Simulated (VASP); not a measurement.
# Si2Ni (Fm-3m) in VASP: a series of runs

The runs below take Si2Ni through single point, with PBE.

Program: VASP 6.6.1. These are calculated values, not measurements. Logs are shortened: lines on timing, memory, paths and dates and some standing lists are left out, and cuts for length are marked.

### Step 1. The cell of the first run

The structure is cubic, space group Fm-3m (No. 225). Conventional cell: a = 5.755 Å, b = 5.755 Å, c = 5.755 Å, α = 90.00°, β = 90.00°, γ = 90.00°. Within 3.3 Å of Si (site symmetry -43m) lie 4 Ni at 2.49 Å and 6 Si at 2.88 Å. Within 3.3 Å of Ni (site symmetry m-3m) lie 8 Si at 2.49 Å.

### Step 2. Single point, PBE, collinear spin, ferromagnetic start (15.89 Å³/atom)

INCAR reads:

```
SYSTEM = Si2Ni
PREC = Accurate
ENCUT = 520
EDIFF = 1E-6
ISMEAR = 0
SIGMA = 0.15
LREAL = .False.
LASPH = .True.
NELM = 150
ALGO = Normal
ISIF = 2
LWAVE = .False.
LCHARG = .False.
ISPIN = 2
MAGMOM = 0 0 0.25
LORBIT = 11
NUPDOWN = 0.25
LMAXMIX = 4
GGA = PE
NBANDS = 20
```

KPOINTS reads:

```
regular mesh
0
Gamma
  14 14 14
  0 0 0
```

POSCAR reads:

```
Si2Ni
1.0
    0.0000000000      2.8776321201      2.8776321201
    2.8776321201      0.0000000000      2.8776321201
    2.8776321201      2.8776321201      0.0000000000
Si Ni
2 1
Direct
    0.2500000000      0.2500000000      0.2500000000
    0.7500000000      0.7500000000      0.7500000000
    0.0000000000      0.0000000000      0.0000000000
```

Potentials or basis: VASP PAW PBE potentials, release 64 (Si, Ni).

On the command line:

```
$ cat potpaw_PBE.64/Si/POTCAR potpaw_PBE.64/Ni/POTCAR > POTCAR
$ mpirun -np 1 vasp_std > vasp.out
```

OUTCAR:

```text
SYSTEM = Si2Ni
   PREC = Accurate
   ENCUT = 520
   EDIFF = 1E-6
   ISMEAR = 0
   LREAL = .False.
   LASPH = .True.
   NELM = 150
   ISIF = 2
   ISPIN = 2
   LORBIT = 11
   NUPDOWN = 0.25
   GGA = PE

 ion  position               nearest neighbor table
   1  0.250  0.250  0.250-   3 2.49   3 2.49   3 2.49   3 2.49   2 2.88   2 2.88   2 2.88   2 2.88
                             2 2.88   2 2.88
   2  0.750  0.750  0.750-   3 2.49   3 2.49   3 2.49   3 2.49   1 2.88   1 2.88   1 2.88   1 2.88
                             1 2.88   1 2.88
   3  0.000  0.000  0.000-   2 2.49   2 2.49   2 2.49   1 2.49   2 2.49   1 2.49   1 2.49   1 2.49

  LATTYP: Found a face centered cubic cell.
 ALAT       =     5.7552642402

  Lattice vectors:

 A1 = (   0.0000000000,   2.8776321201,   2.8776321201)
 A2 = (   2.8776321201,   0.0000000000,   2.8776321201)
 A3 = (   2.8776321201,   2.8776321201,   0.0000000000)

Analysis of symmetry for initial positions (statically):
=====================================================================
 Subroutine PRICEL returns:
 Original cell was already a primitive cell.

 Routine SETGRP: Setting up the symmetry group for a
 face centered cubic supercell.

 Subroutine GETGRP returns: Found 48 space group operations
 (whereof 48 operations were pure point group operations)
 out of a pool of 48 trial point group operations.

The static configuration has the point symmetry O_h .

Analysis of symmetry for dynamics (positions and initial velocities):
=====================================================================
 Subroutine PRICEL returns:
 Original cell was already a primitive cell.

 Routine SETGRP: Setting up the symmetry group for a
 face centered cubic supercell.

 Subroutine GETGRP returns: Found 48 space group operations
 (whereof 48 operations were pure point group operations)
 out of a pool of 48 trial point group operations.

The dynamic configuration has the point symmetry O_h .

Analysis of structural, dynamic, and magnetic symmetry:
=====================================================================
 Subroutine PRICEL returns:
 Original cell was already a primitive cell.

 Routine SETGRP: Setting up the symmetry group for a
 face centered cubic supercell.

 Subroutine GETGRP returns: Found 48 space group operations
 (whereof 48 operations were pure point group operations)
 out of a pool of 48 trial point group operations.

The overall configuration has the point symmetry O_h .

 Subroutine INISYM returns: Found 48 space group operations
 (whereof 48 operations are pure point group operations),
 and found     1 'primitive' translations

----------------------------------------------------------------------------------------

                                     Primitive cell

  volume of cell :      47.6580

  direct lattice vectors                    reciprocal lattice vectors
     0.000000000  2.877632120  2.877632120    -0.173753968  0.173753968  0.173753968
     2.877632120  0.000000000  2.877632120     0.173753968 -0.173753968  0.173753968
     2.877632120  2.877632120  0.000000000     0.173753968  0.173753968 -0.173753968

  length of vectors
     4.069586372  4.069586372  4.069586372     0.300950701  0.300950701  0.300950701

  position of ions in fractional coordinates (direct lattice)
     0.250000000  0.250000000  0.250000000
     0.750000000  0.750000000  0.750000000
     0.000000000  0.000000000  0.000000000

  ion indices of the primitive-cell ions
   primitive index   ion index
                 1           1
                 2           2
                 3           3

----------------------------------------------------------------------------------------

 KPOINTS: regular mesh

Automatic generation of k-mesh.
 Grid dimensions read from file:
 generate k-points for:   14   14   14

 Generating k-lattice:

  Cartesian coordinates                     Fractional coordinates (reciprocal lattice)
    -0.012410998  0.012410998  0.012410998     0.071428571  0.000000000  0.000000000
     0.012410998 -0.012410998  0.012410998     0.000000000  0.071428571  0.000000000
     0.012410998  0.012410998 -0.012410998     0.000000000  0.000000000  0.071428571

  Length of vectors
     0.021496479  0.021496479  0.021496479

  Shift w.r.t. Gamma in fractional coordinates (k-lattice)
     0.000000000  0.000000000  0.000000000

 Subroutine IBZKPT returns following result:
 ===========================================

 Found    104 irreducible k-points:

 Following reciprocal coordinates:
            Coordinates               Weight
  0.000000  0.000000  0.000000      1.000000
  0.071429  0.000000  0.000000      8.000000
  0.142857  0.000000  0.000000      8.000000
  0.214286  0.000000  0.000000      8.000000
  0.285714  0.000000  0.000000      8.000000
  0.357143  0.000000  0.000000      8.000000
[... 16 lines left out ...]
  0.214286  0.142857  0.000000     24.000000
  0.285714  0.142857  0.000000     24.000000
 [... further k-points ...]
   k-points           NKPTS =    104   k-points in BZ     NKDIM =    104   number of bands    NBANDS=     20
   number of dos      NEDOS =    301   number of ions     NIONS =      3
   total plane-waves  NPLWV =  27000
   dimension x,y,z NGX =    30 NGY =   30 NGZ =   30
   dimension x,y,z NGXF=    60 NGYF=   60 NGZF=   60
   ions per type =               2   1
   NGX,Y,Z   is equivalent  to a cutoff of  12.26, 12.26, 12.26 a.u.
   NGXF,Y,Z  is equivalent  to a cutoff of  24.51, 24.51, 24.51 a.u.
 SYSTEM =  Si2Ni
   PREC   = accura    normal or accurate (medium, high low for compatibility)
   ISTART =      0    job   : 0-new  1-cont  2-samecut
   ICHARG =      2    charge: 1-file 2-atom 10-const
   ISPIN  =      2    spin polarized calculation?
   LNONCOLLINEAR =      F non collinear calculations
   LSORBIT =      F    spin-orbit coupling
   LASPH  =      T    aspherical Exc in radial PAW
   ENCUT  =  520.0 eV  38.22 Ry    6.18 a.u.   7.57  7.57  7.57*2*pi/ulx,y,z
   NELM   =    150;   NELMIN=  2; NELMDL= -5     # of ELM steps
   EDIFF  = 0.1E-05   stopping-criterion for ELM
   LREAL  =      F    real-space projection
   EDIFFG = 0.1E-04   stopping-criterion for IOM
   NSW    =      0    number of steps for IOM
   IBRION =     -1    ionic relax: 0-MD 1-quasi-New 2-CG
   NFREE  =      0    steps in history (QN), initial steepest desc. (CG)
   ISIF   =      2    stress and relaxation
   ISYM   =      2    0-nonsym 1-usesym 2-fastsym
   POTIM  = 0.5000    time-step for ionic-motion
   TEBEG  =    0.0;   TEEND  =   0.0 temperature during run
   PSTRESS=    0.0 pullay stress
   NELECT =      18.0000    total number of electrons
   NUPDOWN=       0.2500    fix difference up-down
   EMIN   =  10.00;   EMAX   =-10.00  energy-range for DOS
   EFERMI =   0.00;   METHOD = LEGACY
   ISMEAR =     0;   SIGMA  =   0.15  broadening in eV -4-tet -1-fermi 0-gaus
   EFERMI_NEDOS =   21; number of points for ismear=-14 and -15
   IALGO  =     38    algorithm
   IMIX   =      4    mixing-type and parameters
     AMIX     =   0.40;   BMIX     =  1.00
     AMIX_MAG =   1.60;   BMIX_MAG =  1.00
  volume/ion in A,a.u.               =      15.89       107.20
  Fermi-wavevector in a.u.,A,eV,Ry     =   1.183370  2.236244 19.053102  1.400364
  Thomas-Fermi vector in A             =   2.319605
   LORBIT       =     11    0 simple, 1 ext, 2 COOP (PROOUT), +10 PAW based schemes
   GGA     = PE    functional components
   LHFCALC =     F    Hartree Fock is set to
   AEXX    =    0.0000 exact exchange contribution
   IVDW    =     0    specifies the selected vdW correction
   LEPSILON=     F    determine dielectric tensor
   LRPA    =     F    only Hartree local field effects (RPA)
 spin polarized calculation
 Gauss-broadening in eV      SIGMA  =   0.15
  energy-cutoff  :      520.00
  volume of cell :       47.66
 maximum number of plane-waves:      1308
   NGX = 15   NGY = 15   NGZ = 15

 number of electron      17.9999992 magnetization       0.2500000

 Free energy of the ion-electron system (eV)
  ---------------------------------------------------
  ext. energy  EPLUGINS =         0.00000000
  ---------------------------------------------------
  free energy    TOTEN  =       -16.92123816 eV

  energy without entropy =      -16.90877721  energy(sigma->0) =      -16.91500769

 E-fermi :   7.5683     XC(G=0): -10.7469

 val. band max:        7.8797032340   @ k =   0.4286   0.2143   0.0000
 cond. band min:       7.5727179388   @ k =   0.2857   0.2143   0.0714
 fundamental gap:     -0.3069852952
 Fermi energy:         7.9378946916

 spin component 1

 k-point     1 :       0.0000    0.0000    0.0000
  band No.  band energies     occupation
      1      -4.3171      1.00000
      2       3.7527      1.00000
      3       3.7527      1.00000
      4       3.7527      1.00000
      5       5.2527      1.00000
      6       5.2527      1.00000
[... 12 lines left out ...]
     19      16.2690      0.00000
[... 513 lines left out ...]
      4       3.9224      1.00000
      5       4.8038      1.00000
      6       5.3408      1.00000
[... 12 lines left out ...]
     19      19.9971      0.00000
     20      21.3830      0.00000

 [... further k-points ...]

 spin component 2

 k-point     1 :       0.0000    0.0000    0.0000
  band No.  band energies     occupation
      1      -4.2629      1.00000
      2       3.8627      1.00000
      3       3.8627      1.00000
      4       3.8627      1.00000
      5       5.3394      1.00000
      6       5.3394      1.00000
[... 12 lines left out ...]
     19      16.3167      0.00000
[... 513 lines left out ...]
      4       4.0280      1.00000
      5       4.8820      1.00000
      6       5.4304      1.00000
[... 12 lines left out ...]
     19      20.0445      0.00000
     20      21.4464      0.00000

 [... further k-points ...]

------------------------ aborting loop because EDIFF is reached ----------------------------------------

  FORCE on cell =-STRESS in cart. coord.  units (eV):
  Direction    XX          YY          ZZ          XY          YZ          ZX
  --------------------------------------------------------------------------------------
  -------------------------------------------------------------------------------------
  Total       -4.7866763     -4.7866763     -4.7866763      0.0000000      0.0000000     -0.0000000
  in kB     -160.9195562   -160.9195562   -160.9195562      0.0000000      0.0000000     -0.0000000
  external PRESSURE =    -160.9195562 kB  Pullay stress =       0.0000000 kB

 VOLUME and BASIS-vectors are now :
 -----------------------------------------------------------------------------
  energy-cutoff  :      520.00
  volume of cell :       47.66
      direct lattice vectors                 reciprocal lattice vectors
     0.000000000  2.877632120  2.877632120    -0.173753968  0.173753968  0.173753968
     2.877632120  0.000000000  2.877632120     0.173753968 -0.173753968  0.173753968
     2.877632120  2.877632120  0.000000000     0.173753968  0.173753968 -0.173753968

 POSITION                                       TOTAL-FORCE (eV/Angst)
 -----------------------------------------------------------------------------------
      1.43882      1.43882      1.43882        -0.000000     -0.000000     -0.000000
      4.31645      4.31645      4.31645         0.000000      0.000000      0.000000
      0.00000      0.00000      0.00000        -0.000000      0.000000     -0.000000
 -----------------------------------------------------------------------------------
    total drift:                                0.000000     -0.000000     -0.000000

  FREE ENERGIE OF THE ION-ELECTRON SYSTEM (eV)
  ---------------------------------------------------
  free  energy   TOTEN  =       -16.9212381565 eV

  energy  without entropy=      -16.9087772145  energy(sigma->0) =      -16.91500769

 total charge

# of ion       s       p       d       tot
------------------------------------------
    1        0.776   0.730   0.000   1.506
    2        0.776   0.730   0.000   1.506
    3        0.473   0.560   8.362   9.395
--------------------------------------------------
tot          2.025   2.020   8.362  12.408

 magnetization (x)

# of ion       s       p       d       tot
------------------------------------------
    1        0.016   0.013   0.000   0.029
    2        0.016   0.013   0.000   0.029
    3        0.000   0.010   0.123   0.133
--------------------------------------------------
tot          0.032   0.035   0.123   0.191
```

Wall time 87 s (1 thread of Intel Xeon 6975P-C (Granite Rapids), shared host); peak memory 0.29 GiB.

What came out:

- Free energy: -16.9212 eV
- Pressure: -16.1 GPa
- Net moment: 0.25 μB per cell
- Site moments: Si +0.03; Ni +0.13 μB
- Valence electrons inside the program's atomic spheres: Si 1.51; Ni 9.39

Caveat: the cell stands under tension; the total moment is fixed, so each spin has its own Fermi level and the state may be an excited one.

### Step 3. Single point, PBE, collinear spin, ferromagnetic start (15.89 Å³/atom)

INCAR reads:

```
SYSTEM = Si2Ni
  PREC = Accurate
  ENCUT = 520
  EDIFF = 1E-7
  ISMEAR = 0
  SIGMA = 0.15
  LREAL = .False.
  LASPH = .True.
  NELM = 150
  ALGO = Normal
  ISIF = 2
  LWAVE = .False.
  LCHARG = .False.
  ISPIN = 2
  MAGMOM = 0 0 0.875
  LORBIT = 11
  NUPDOWN = 0.875
  LMAXMIX = 4
  GGA = PE
  NBANDS = 20
```

KPOINTS is that of step 2.

POSCAR is that of step 2.

Potentials or basis: VASP PAW PBE potentials, release 64 (Si, Ni).

On the command line:

```
$ cat potpaw_PBE.64/Si/POTCAR potpaw_PBE.64/Ni/POTCAR > POTCAR
$ mpirun -np 1 vasp_std > vasp.out
```

Wall time 90 s (1 thread of Intel Xeon 6975P-C (Granite Rapids), shared host); peak memory 0.29 GiB.

It converged, with:

```yaml
Free_energy: -16.6632 eV
Pressure: -14.3 GPa
Net_moment: 0.87 μB per cell
Site_moments: Si +0.10; Ni +0.41 μB
Valence_electrons_inside_the_program's_atomic_spheres: Si 1.51; Ni 9.39
```

Caveat: the cell stands under tension; the total moment is fixed, so each spin has its own Fermi level and the state may be an excited one.

### Step 4. Single point, PBE, collinear spin, ferromagnetic start (15.89 Å³/atom)

INCAR reads:

```
PREC = Accurate
ENCUT = 520
EDIFF = 1E-6
ISMEAR = 0
SIGMA = 0.15
LREAL = False
LASPH = True
NELM = 150
ALGO = Normal
ISIF = 2
LWAVE = False
LCHARG = True
ISPIN = 2
MAGMOM = 0 0 0.625
LORBIT = 11
NUPDOWN = 0.625
LMAXMIX = 4
GGA = PE
LELF = True
LVHAR = True
NBANDS = 20
```

KPOINTS reads:

```
Automatic mesh
0
Gamma
  14 14 14
```

POSCAR is that of step 3.

On the command line:

```
$ cat potpaw_PBE.64/Si/POTCAR potpaw_PBE.64/Ni/POTCAR > POTCAR
$ mpirun -np 1 vasp_std > vasp.out
```

Wall time 86 s (1 thread of Intel Xeon 6975P-C (Granite Rapids), shared host); peak memory 0.28 GiB.

It converged, with:

| Item | Value |
| --- | --- |
| Free energy | -16.8036 eV |
| Pressure | -15.3 GPa |
| Net moment | 0.62 μB per cell |
| Site moments | Si +0.07; Ni +0.31 μB |
| Valence electrons inside the program's atomic spheres | Si 1.51; Ni 9.39 |

Caveat: the cell stands under tension; the total moment is fixed, so each spin has its own Fermi level and the state may be an excited one.

(Continued in part 2 of 2.)
